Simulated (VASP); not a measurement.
# Fe in VASP: a series of runs

Runs on Fe. Level: PBE. Tasks: electric field gradients.

All numbers are computed with VASP 6.6.1; they aren't measurements. Logs are shortened: lines on timing, memory, paths and dates and some standing lists are left out, and cuts for length are marked.

## 1. The cell of the first run

Symmetry: I4/mmm, No. 139, tetragonal system. Conventional cell: a = 2.535 Å, b = 2.535 Å, c = 3.802 Å, α = 90.00°, β = 90.00°, γ = 90.00°. Within 3.3 Å of Fe (site symmetry 4/mmm) lie 12 Fe at 2.53 to 2.61 Å.

## 2. Electric field gradients, PBE, collinear spin, ferromagnetic start (z stretched by +4 % at fixed volume)

INCAR

```
PREC = Accurate ; ENCUT = 520
EDIFF = 1E-8 ; ISMEAR = -1
SIGMA = 0.03 ; LREAL = F
LASPH = T ; NELM = 150
ALGO = Normal ; ISIF = 2
LWAVE = F ; LCHARG = F
ISPIN = 2 ; MAGMOM = 3
LORBIT = 11 ; LMAXMIX = 4
GGA = PE ; LEFG = T
NBANDS = 14
```

KPOINTS

```
Automatic mesh
0
Gamma
  17 17 17
```

POSCAR

```
Fe
1.0
    0.0000000000      1.7922814184      1.9008866086
    1.7922814184      0.0000000000      1.9008866086
    1.7922814184      1.7922814184      0.0000000000
Fe
1
Direct
    0.0000000000      0.0000000000      0.0000000000
```

Potentials or basis: VASP PAW PBE potentials, release 64 (Fe).

The run is started by

```sh
cat potpaw_PBE.64/Fe/POTCAR > POTCAR
mpirun -np 1 vasp_std > vasp.out
```

OUTCAR:

```text
PREC = Accurate
   ENCUT = 520
   EDIFF = 1E-8
   ISMEAR = -1
   LREAL = F
   LASPH = T
   NELM = 150
   ISIF = 2
   ISPIN = 2
   LORBIT = 11
   GGA = PE

 ion  position               nearest neighbor table
   1  0.000  0.000  0.000-

  LATTYP: Found a body centered tetragonal cell.
 ALAT       =     2.5346686895
 C/A-ratio  =     1.4999093305

  Lattice vectors:

 A1 = (  -1.7922814184,   0.0000000000,   1.9008866086)
 A2 = (   1.7922814184,   0.0000000000,   1.9008866086)
 A3 = (   0.0000000000,   1.7922814184,  -1.9008866086)

Analysis of symmetry for initial positions (statically):
=====================================================================
 Subroutine PRICEL returns:
 Original cell was already a primitive cell.

 Routine SETGRP: Setting up the symmetry group for a
 body centered tetragonal supercell.

 Subroutine GETGRP returns: Found 16 space group operations
 (whereof 16 operations were pure point group operations)
 out of a pool of 16 trial point group operations.

The static configuration has the point symmetry D_4h.

Analysis of symmetry for dynamics (positions and initial velocities):
=====================================================================
 Subroutine PRICEL returns:
 Original cell was already a primitive cell.

 Routine SETGRP: Setting up the symmetry group for a
 body centered tetragonal supercell.

 Subroutine GETGRP returns: Found 16 space group operations
 (whereof 16 operations were pure point group operations)
 out of a pool of 16 trial point group operations.

The dynamic configuration has the point symmetry D_4h.

Analysis of structural, dynamic, and magnetic symmetry:
=====================================================================
 Subroutine PRICEL returns:
 Original cell was already a primitive cell.

 Routine SETGRP: Setting up the symmetry group for a
 body centered tetragonal supercell.

 Subroutine GETGRP returns: Found 16 space group operations
 (whereof 16 operations were pure point group operations)
 out of a pool of 16 trial point group operations.

The overall configuration has the point symmetry D_4h.

 Subroutine INISYM returns: Found 16 space group operations
[... 555 lines left out ...]
     12      34.2751      0.00000
     13      36.4881      0.00000
     14      38.7248      0.00000

 [... further k-points ...]

 spin component 2

 k-point     1 :       0.0000    0.0000    0.0000
  band No.  band energies     occupation
      1      -2.7100      1.00000
      2       4.9174      1.00000
      3       5.4894      0.00235
      4       5.4895      0.00235
      5       6.5205      0.00000
      6       7.1503      0.00000
      7      26.6791      0.00000
      8      30.5268      0.00000
      9      31.7018      0.00000
     10      31.7018      0.00000
     11      34.2762      0.00000
     12      34.2762      0.00000
     13      34.6896      0.00000
     14      35.5458      0.00000
[... 379 lines left out ...]
      3       5.2245      0.94173
      4       5.6914      0.00000
      5       6.6219      0.00000
      6       6.9088      0.00000
      7      24.5836      0.00000
      8      26.8142      0.00000
      9      29.6094      0.00000
     10      32.4027      0.00000
     11      33.9190      0.00000
     12      34.8727      0.00000
     13      36.7166      0.00000
     14      39.8396      0.00000

 [... further k-points ...]

------------------------ aborting loop because EDIFF is reached ----------------------------------------

  FORCE on cell =-STRESS in cart. coord.  units (eV):
  Direction    XX          YY          ZZ          XY          YZ          ZX
  --------------------------------------------------------------------------------------
  -------------------------------------------------------------------------------------
  Total       -0.4294611     -0.4294611      0.1234356      0.0000000     -0.0000000      0.0000000
  in kB      -56.3424615    -56.3424615     16.1939347      0.0000000     -0.0000000      0.0000000
  external PRESSURE =     -32.1636628 kB  Pullay stress =       0.0000000 kB

 VOLUME and BASIS-vectors are now :
 -----------------------------------------------------------------------------
  energy-cutoff  :      520.00
  volume of cell :       12.21
      direct lattice vectors                 reciprocal lattice vectors
     0.000000000  1.792281418  1.900886609    -0.278974047  0.278974047  0.263035153
     1.792281418  0.000000000  1.900886609     0.278974047 -0.278974047  0.263035153
     1.792281418  1.792281418  0.000000000     0.278974047  0.278974047 -0.263035153

 POSITION                                       TOTAL-FORCE (eV/Angst)
 -----------------------------------------------------------------------------------
      0.00000      0.00000      0.00000         0.000000     -0.000000      0.000000
 -----------------------------------------------------------------------------------
    total drift:                                0.000000      0.000000     -0.000000

  FREE ENERGIE OF THE ION-ELECTRON SYSTEM (eV)
  ---------------------------------------------------
  free  energy   TOTEN  =        -8.0973740889 eV

  energy  without entropy=       -8.0939140762  energy(sigma->0) =       -8.09564408

 Electric field gradients (V/A^2)
---------------------------------------------------------------------
 ion       V_xx      V_yy      V_zz      V_xy      V_xz      V_yz
---------------------------------------------------------------------
   1       0.300     0.300    -0.601    -0.003     0.000     0.000
---------------------------------------------------------------------

 Electric field gradients after diagonalization (V/A^2)
 (convention: |V_zz| > |V_xx| > |V_yy|)
----------------------------------------------------------------------
 ion       V_xx      V_yy      V_zz     asymmetry (V_yy - V_xx)/ V_zz
----------------------------------------------------------------------
   1       0.304     0.297    -0.601       0.011
----------------------------------------------------------------------

           NMR quadrupolar parameters

 Cq : quadrupolar parameter    Cq=e*Q*V_zz/h
 eta: asymmetry parameters     (V_yy - V_xx)/ V_zz
 Q  : nuclear electric quadrupole moment in mb (millibarn)
----------------------------------------------------------------------
 ion       Cq(MHz)       eta       Q (mb)
----------------------------------------------------------------------
   1      -0.001       0.011       1.000
----------------------------------------------------------------------

 total charge

# of ion       s       p       d       tot
------------------------------------------
    1        0.466   0.486   6.178   7.130

 magnetization (x)

# of ion       s       p       d       tot
------------------------------------------
    1       -0.016  -0.051   2.649   2.581
```

OSZICAR:

```text
N       E                     dE             d eps       ncg     rms          rms(c)
DAV:   1     0.224364680257E+02    0.22436E+02   -0.38220E+03 24564   0.685E+02
DAV:   2    -0.804381933605E+01   -0.30480E+02   -0.28061E+02 24528   0.127E+02
DAV:   3    -0.899671856873E+01   -0.95290E+00   -0.94248E+00 27456   0.235E+01
DAV:   4    -0.900008859521E+01   -0.33700E-02   -0.33696E-02 26472   0.126E+00
DAV:   5    -0.900010629109E+01   -0.17696E-04   -0.17697E-04 27876   0.936E-02    0.107E+01
DAV:   6    -0.819599636618E+01    0.80411E+00   -0.12303E+01 28410   0.384E+01    0.717E+00
DAV:   7    -0.809768707108E+01    0.98309E-01   -0.11365E+00 27572   0.108E+01    0.350E+00
DAV:   8    -0.810143270948E+01   -0.37456E-02   -0.17603E-02 27292   0.808E-01    0.177E+00
DAV:   9    -0.809570527829E+01    0.57274E-02   -0.28295E-02 29234   0.108E+00    0.630E-01
DAV:  10    -0.809689769890E+01   -0.11924E-02   -0.79950E-04 26328   0.229E-01    0.331E-01
DAV:  11    -0.809738440113E+01   -0.48670E-03   -0.13617E-03 27466   0.253E-01    0.666E-02
DAV:  12    -0.809737418168E+01    0.10219E-04   -0.22083E-05 28576   0.381E-02    0.235E-02
DAV:  13    -0.809737451028E+01   -0.32860E-06   -0.16628E-06 28006   0.113E-02    0.747E-03
DAV:  14    -0.809737408141E+01    0.42887E-06   -0.87240E-07 26254   0.954E-03    0.552E-03
DAV:  15    -0.809737418611E+01   -0.10470E-06   -0.24932E-07 27528   0.406E-03    0.102E-03
DAV:  16    -0.809737407574E+01    0.11037E-06   -0.99714E-09 15450   0.791E-04    0.372E-04
DAV:  17    -0.809737409343E+01   -0.17691E-07   -0.17260E-09 12768   0.358E-04    0.157E-04
DAV:  18    -0.809737408893E+01    0.45031E-08   -0.62130E-10 12216   0.199E-04
   1 F= -.80973741E+01 E0= -.80956441E+01  d E =-.346001E-02  mag=     2.5793
```

Run time: 65 s. Hardware: 1 thread of Intel Xeon 6975P-C (Granite Rapids), shared host; peak memory 0.22 GiB.

Results:

- Free energy: -8.0974 eV
- Pressure: -3.2 GPa
- Net moment: 2.58 μB per cell
- Site moments: Fe +2.58 μB
- Largest electric field gradient by atom: Fe -0.6 V/Å²
- Valence electrons inside the program's atomic spheres: Fe 7.13

Stress tensor (GPa, compression positive):
```
-5.63  0.00  0.00
 0.00 -5.63  0.00
 0.00  0.00  1.62
```

Levels at points of the mesh, in eV from the Fermi level:
Spin up:
| k point | band 2 | band 3 | band 4 | band 5 | band 6 | band 7 | band 8 | band 9 |
| --- | --- | --- | --- | --- | --- | --- | --- | --- |
| (0.00, 0.00, 0.00) | -2.55 | -2.28 | -2.28 | -1.59 | -1.30 | 21.75 | 25.12 | 25.88 |
Spin down:
| k point | band 1 | band 2 | band 3 | band 4 | band 5 | band 6 | band 7 |
| --- | --- | --- | --- | --- | --- | --- | --- |
| (0.00, 0.00, 0.00) | -8.02 | -0.39 | 0.18 | 0.18 | 1.21 | 1.84 | 21.37 |

Electric field gradients, principal values (V/Å²):
```tsv
atom	least	middle	greatest (by size)
1 Fe	0.297	0.304	-0.601
```

Caveat: the cell stands under tension; without QUAD_EFG the Cq values of the log hold for a quadrupole moment of 1 mb, not for the nuclei.

(Continued in part 2 of 2.)
